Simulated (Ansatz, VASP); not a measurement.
**Two plane-wave programs on MgCd2TeSe2**

```
CELL_PARAMETERS angstrom
5.64882 0.00000 0.00000
0.00000 5.64882 0.00000
0.00000 0.00000 5.66138
ATOMIC_POSITIONS crystal
Mg 0.50000 0.50000 0.50000
Cd 0.00000 0.00000 0.25825
Cd 0.00000 0.00000 0.74175
Te 0.50000 0.50000 0.00000
Se 0.00000 0.50000 0.00000
Se 0.50000 0.00000 0.00000
```

Change from the starting cell: species swapped into the BaTi2As2O type (P4/mmm, No. 123).

Alike in both runs: functional PBE; k mesh 4 × 4 × 2; occupations gaussian, width 0.1 eV; no spin polarisation.

Ansatz relaxed the structure, and its values are those at the end. VASP's run is a single point on that final structure, the one shown.

|  | VASP | Ansatz |
| --- | --- | --- |
| version | VASP 6.6.1 | Ansatz 0.2.0 |
| potentials or method | VASP PAW PBE potentials, release 64 (Mg, Cd, Te, Se), cutoff 520 eV | scalar-relativistic, plane waves, PAW |
| valence electrons in the cell | 44 | 98 |

```tsv
	VASP	Ansatz	Ansatz less VASP
gap on the k mesh at the Fermi level (eV)	none	none	-
pressure (GPa)	0.0	0.0	-0.07
```

A gap of «none» marks a metal or a gap that the smearing closes. The functional is the same, so the differences come from potentials, cutoffs and numerics. VASP's potentials hold 44 valence electrons a cell and Ansatz's 98, so a difference there can come from the potentials and not from the codes.

The k mesh is coarse, so the values compare programs but aren't converged. Neither program's run includes spin-orbit coupling.
